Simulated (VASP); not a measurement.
# K (Pm-3m) in VASP: further runs

Runs on K. Level: LDA. Tasks: single point.

All numbers are computed with VASP 6.6.1; they aren't measurements. Logs are shortened: lines on timing, memory, paths and dates and some standing lists are left out, and cuts for length are marked.

## 1. The cell of the first run

It takes space group Pm-3m (No. 221, cubic). The conventional cell has a = 4.131 Å, b = 4.131 Å, c = 4.131 Å, α = 90.00°, β = 90.00°, γ = 90.00°. K (site symmetry m-3m) has 6 K at 4.13 Å within 5.4 Å.

This isn't the form of K at room conditions, which is bcc.

## 2. Single point, LDA

INCAR reads:

```
  PREC = Accurate
  ENCUT = 500
  EDIFF = 1E-6
  ISMEAR = 1
  SIGMA = 0.15
  LREAL = False
  LASPH = True
  NELM = 120
  ALGO = Normal
  ISIF = 2
  LWAVE = False
  LCHARG = False
  GGA = CA
  NBANDS = 10
  GGA_COMPAT = False
```

KPOINTS reads:

```
Automatic mesh
0
Gamma
  6 6 6
```

POSCAR reads:

```
K
1.0
    4.1306250730      0.0000000000      0.0000000000
    0.0000000000      4.1306250730      0.0000000000
    0.0000000000      0.0000000000      4.1306250730
K
1
Direct
    0.0000000000      0.0000000000      0.0000000000
```

Potentials or basis: VASP PAW LDA potentials, release 64 (K_sv).

On the command line:

```sh
cat potpaw_LDA.64/K_sv/POTCAR > POTCAR
mpirun -np 1 vasp_std > vasp.out
```

OUTCAR:

```text
PREC = Accurate
   ENCUT = 500
   EDIFF = 1E-6
   ISMEAR = 1
   LREAL = False
   LASPH = True
   NELM = 120
   ISIF = 2
   GGA = CA

 ion  position               nearest neighbor table
   1  0.000  0.000  0.000-

  LATTYP: Found a simple cubic cell.
 ALAT       =     4.1306250730

  Lattice vectors:

 A1 = (   4.1306250730,   0.0000000000,   0.0000000000)
 A2 = (   0.0000000000,   4.1306250730,   0.0000000000)
 A3 = (   0.0000000000,   0.0000000000,   4.1306250730)

Analysis of symmetry for initial positions (statically):
=====================================================================
 Subroutine PRICEL returns:
 Original cell was already a primitive cell.

 Routine SETGRP: Setting up the symmetry group for a
 simple cubic supercell.

 Subroutine GETGRP returns: Found 48 space group operations
 (whereof 48 operations were pure point group operations)
 out of a pool of 48 trial point group operations.

The static configuration has the point symmetry O_h .

Analysis of symmetry for dynamics (positions and initial velocities):
=====================================================================
 Subroutine PRICEL returns:
 Original cell was already a primitive cell.

 Routine SETGRP: Setting up the symmetry group for a
 simple cubic supercell.

 Subroutine GETGRP returns: Found 48 space group operations
 (whereof 48 operations were pure point group operations)
 out of a pool of 48 trial point group operations.

The dynamic configuration has the point symmetry O_h .

 Subroutine INISYM returns: Found 48 space group operations
 (whereof 48 operations are pure point group operations),
 and found     1 'primitive' translations

----------------------------------------------------------------------------------------

                                     Primitive cell

  volume of cell :      70.4770

  direct lattice vectors                    reciprocal lattice vectors
     4.130625073  0.000000000  0.000000000     0.242094110  0.000000000  0.000000000
     0.000000000  4.130625073  0.000000000     0.000000000  0.242094110  0.000000000
     0.000000000  0.000000000  4.130625073     0.000000000  0.000000000  0.242094110

  length of vectors
     4.130625073  4.130625073  4.130625073     0.242094110  0.242094110  0.242094110

  position of ions in fractional coordinates (direct lattice)
     0.000000000  0.000000000  0.000000000

  ion indices of the primitive-cell ions
   primitive index   ion index
                 1           1

----------------------------------------------------------------------------------------

 KPOINTS: Automatic mesh

Automatic generation of k-mesh.
 Grid dimensions read from file:
 generate k-points for:    6    6    6

 Generating k-lattice:

  Cartesian coordinates                     Fractional coordinates (reciprocal lattice)
     0.040349018  0.000000000  0.000000000     0.166666667  0.000000000  0.000000000
     0.000000000  0.040349018  0.000000000     0.000000000  0.166666667  0.000000000
     0.000000000  0.000000000  0.040349018     0.000000000  0.000000000  0.166666667

  Length of vectors
     0.040349018  0.040349018  0.040349018

  Shift w.r.t. Gamma in fractional coordinates (k-lattice)
     0.000000000  0.000000000  0.000000000

 Subroutine IBZKPT returns following result:
 ===========================================

 Found     20 irreducible k-points:

 Following reciprocal coordinates:
            Coordinates               Weight
  0.000000  0.000000  0.000000      1.000000
  0.166667  0.000000  0.000000      6.000000
  0.333333  0.000000  0.000000      6.000000
  0.500000  0.000000  0.000000      3.000000
  0.166667  0.166667  0.000000     12.000000
  0.333333  0.166667  0.000000     24.000000
[... 12 lines left out ...]
  0.500000  0.500000  0.333333      6.000000
  0.500000  0.500000  0.500000      1.000000
   k-points           NKPTS =     20   k-points in BZ     NKDIM =     20   number of bands    NBANDS=     10
   number of dos      NEDOS =    301   number of ions     NIONS =      1
   total plane-waves  NPLWV =  27000
   dimension x,y,z NGX =    30 NGY =   30 NGZ =   30
   dimension x,y,z NGXF=    60 NGYF=   60 NGZF=   60
   ions per type =               1
   NGX,Y,Z   is equivalent  to a cutoff of  12.07, 12.07, 12.07 a.u.
   NGXF,Y,Z  is equivalent  to a cutoff of  24.15, 24.15, 24.15 a.u.
 SYSTEM =  unknown system
   PREC   = accura    normal or accurate (medium, high low for compatibility)
   ISTART =      0    job   : 0-new  1-cont  2-samecut
   ICHARG =      2    charge: 1-file 2-atom 10-const
   ISPIN  =      1    spin polarized calculation?
   LNONCOLLINEAR =      F non collinear calculations
   LSORBIT =      F    spin-orbit coupling
   LASPH  =      T    aspherical Exc in radial PAW
   ENCUT  =  500.0 eV  36.75 Ry    6.06 a.u.   7.53  7.53  7.53*2*pi/ulx,y,z
   NELM   =    120;   NELMIN=  2; NELMDL= -5     # of ELM steps
   EDIFF  = 0.1E-05   stopping-criterion for ELM
   LREAL  =      F    real-space projection
   EDIFFG = 0.1E-04   stopping-criterion for IOM
   NSW    =      0    number of steps for IOM
   IBRION =     -1    ionic relax: 0-MD 1-quasi-New 2-CG
   NFREE  =      0    steps in history (QN), initial steepest desc. (CG)
   ISIF   =      2    stress and relaxation
   ISYM   =      2    0-nonsym 1-usesym 2-fastsym
   POTIM  = 0.5000    time-step for ionic-motion
   TEBEG  =    0.0;   TEEND  =   0.0 temperature during run
   PSTRESS=    0.0 pullay stress
   NELECT =       9.0000    total number of electrons
   NUPDOWN=      -1.0000    fix difference up-down
   EMIN   =  10.00;   EMAX   =-10.00  energy-range for DOS
   EFERMI =   0.00;   METHOD = LEGACY
   ISMEAR =     1;   SIGMA  =   0.15  broadening in eV -4-tet -1-fermi 0-gaus
   EFERMI_NEDOS =   21; number of points for ismear=-14 and -15
   IALGO  =     38    algorithm
   IMIX   =      4    mixing-type and parameters
     AMIX     =   0.40;   BMIX     =  1.00
     AMIX_MAG =   1.60;   BMIX_MAG =  1.00
  volume/ion in A,a.u.               =      70.48       475.60
  Fermi-wavevector in a.u.,A,eV,Ry     =   0.824404  1.557897  9.247082  0.679641
  Thomas-Fermi vector in A             =   1.936082
   LORBIT       =      0    0 simple, 1 ext, 2 COOP (PROOUT), +10 PAW based schemes
   GGA     = CA    functional components
   LHFCALC =     F    Hartree Fock is set to
   AEXX    =    0.0000 exact exchange contribution
   IVDW    =     0    specifies the selected vdW correction
   LEPSILON=     F    determine dielectric tensor
   LRPA    =     F    only Hartree local field effects (RPA)
 non-spin polarized calculation
 Methfessel and Paxton  Order N= 1 SIGMA  =   0.15
  energy-cutoff  :      500.00
  volume of cell :       70.48
 maximum number of plane-waves:      1811
   NGX = 15   NGY = 15   NGZ = 15

 number of electron       9.0000000 magnetization

 Free energy of the ion-electron system (eV)
  ---------------------------------------------------
  ext. energy  EPLUGINS =         0.00000000
  ---------------------------------------------------
  free energy    TOTEN  =        -1.04778123 eV

  energy without entropy =       -1.04544801  energy(sigma->0) =       -1.04700349

 E-fermi :  -0.1181     XC(G=0):  -5.9681

 val. band max:       -0.1181937308   @ k =   0.3333   0.3333   0.1667
 cond. band min:       0.0262383487   @ k =   0.5000   0.1667   0.0000
 fundamental gap:      0.1444320795
 Fermi energy:        -0.1180800708

 k-point     1 :       0.0000    0.0000    0.0000
  band No.  band energies     occupation
      1     -32.1532      2.00000
      2     -15.8089      2.00000
      3     -15.8089      2.00000
      4     -15.8089      2.00000
      5      -2.4240      2.00000
      6       2.5976     -0.00000
      7       2.5976     -0.00000
      8       6.0914      0.00000
      9       6.0914      0.00000
     10       6.0919      0.00000

 k-point     2 :       0.1667    0.0000    0.0000
  band No.  band energies     occupation
      1     -32.1512      2.00000
      2     -15.8425      2.00000
      3     -15.8061      2.00000
      4     -15.8061      2.00000
      5      -2.1406      2.00000
      6       2.3663     -0.00000
      7       2.7262     -0.00000
      8       5.3734      0.00000
      9       5.3735      0.00000
     10       5.9210      0.00000

 k-point     3 :       0.3333    0.0000    0.0000
  band No.  band energies     occupation
      1     -32.1474      2.00000
      2     -15.9087      2.00000
      3     -15.8003      2.00000
      4     -15.8003      2.00000
      5      -1.3389      2.00000
      6       1.3150     -0.00000
      7       3.0261      0.00000
      8       4.7304      0.00000
      9       4.7304      0.00000
     10       6.0715      0.00000

 k-point     4 :       0.5000    0.0000    0.0000
  band No.  band energies     occupation
      1     -32.1454      2.00000
      2     -15.9414      2.00000
      3     -15.7975      2.00000
      4     -15.7975      2.00000
      5      -0.2865      2.06727
      6       0.0608     -0.07058
      7       3.2069      0.00000
      8       4.5001      0.00000
      9       4.5001      0.00000
     10       6.2493      0.00000

 k-point     5 :       0.1667    0.1667    0.0000
  band No.  band energies     occupation
      1     -32.1493      2.00000
      2     -15.8407      2.00000
      3     -15.8379      2.00000
      4     -15.8032      2.00000
      5      -1.8624      2.00000
      6       2.4676     -0.00000
      7       2.6027     -0.00000
      8       4.5332      0.00000
      9       5.2773      0.00000
     10       5.7538      0.00000

 k-point     6 :       0.3333    0.1667    0.0000
  band No.  band energies     occupation
      1     -32.1455      2.00000
      2     -15.9048      2.00000
      3     -15.8327      2.00000
      4     -15.7976      2.00000
      5      -1.0756      2.00000
      6       1.5030     -0.00000
      7       2.9305      0.00000
      8       4.1096      0.00000
      9       4.8132      0.00000
     10       5.7336      0.00000
[... 131 lines left out ...]
 k-point    17 :       0.3333    0.3333    0.3333
  band No.  band energies     occupation
      1     -32.1361      2.00000
      2     -15.8878      2.00000
      3     -15.8842      2.00000
      4     -15.8842      2.00000
      5       0.5034     -0.00000
      6       2.4081     -0.00000
      7       2.4081     -0.00000
      8       3.3948      0.00000
      9       4.1965      0.00000
     10       4.1965      0.00000

 k-point    18 :       0.5000    0.3333    0.3333
  band No.  band energies     occupation
      1     -32.1342      2.00000
      2     -15.9160      2.00000
      3     -15.8828      2.00000
      4     -15.8804      2.00000
      5       1.1823     -0.00000
      6       1.7401     -0.00000
      7       2.4591     -0.00000
      8       3.8162      0.00000
      9       3.9723      0.00000
     10       4.4588      0.00000

 k-point    19 :       0.5000    0.5000    0.3333
  band No.  band energies     occupation
      1     -32.1323      2.00000
      2     -15.9119      2.00000
      3     -15.9119      2.00000
      4     -15.8779      2.00000
      5       1.6223     -0.00000
      6       2.0929     -0.00000
      7       2.0929     -0.00000
      8       3.4816      0.00000
      9       4.5723      0.00000
     10       4.5723      0.00000

 k-point    20 :       0.5000    0.5000    0.5000
  band No.  band energies     occupation
      1     -32.1305      2.00000
      2     -15.9078      2.00000
      3     -15.9078      2.00000
      4     -15.9078      2.00000
      5       2.0531     -0.00000
      6       2.0531     -0.00000
      7       2.0531     -0.00000
      8       4.4121      0.00000
      9       4.4897      0.00000
     10       4.4897      0.00000

------------------------ aborting loop because EDIFF is reached ----------------------------------------

  FORCE on cell =-STRESS in cart. coord.  units (eV):
  Direction    XX          YY          ZZ          XY          YZ          ZX
  --------------------------------------------------------------------------------------
  -------------------------------------------------------------------------------------
  Total       -0.0487476     -0.0487476     -0.0487476     -0.0000000      0.0000000     -0.0000000
  in kB       -1.1081963     -1.1081963     -1.1081963     -0.0000000      0.0000000     -0.0000000
  external PRESSURE =      -1.1081963 kB  Pullay stress =       0.0000000 kB

 VOLUME and BASIS-vectors are now :
 -----------------------------------------------------------------------------
  energy-cutoff  :      500.00
  volume of cell :       70.48
      direct lattice vectors                 reciprocal lattice vectors
     4.130625073  0.000000000  0.000000000     0.242094110  0.000000000  0.000000000
     0.000000000  4.130625073  0.000000000     0.000000000  0.242094110  0.000000000
     0.000000000  0.000000000  4.130625073     0.000000000  0.000000000  0.242094110

 POSITION                                       TOTAL-FORCE (eV/Angst)
 -----------------------------------------------------------------------------------
      0.00000      0.00000      0.00000         0.000000      0.000000      0.000000
 -----------------------------------------------------------------------------------
    total drift:                                0.000000      0.000000     -0.000000

  FREE ENERGIE OF THE ION-ELECTRON SYSTEM (eV)
  ---------------------------------------------------
  free  energy   TOTEN  =        -1.0477812305 eV

  energy  without entropy=       -1.0454480089  energy(sigma->0) =       -1.04700349
```

Run time: 13 s. Hardware: 1 thread of Intel Xeon 8259CL, shared host; peak memory 0.14 GiB.

Results:

- Free energy: -1.0478 eV
- Pressure: -0.1 GPa
- Band gap on the k mesh: zero (an odd number of electrons rules out a gap without spin polarisation)

(Part 1 of 2 ends here.)

The gap in the log of VASP goes by the Fermi energy; the results here count the filled bands.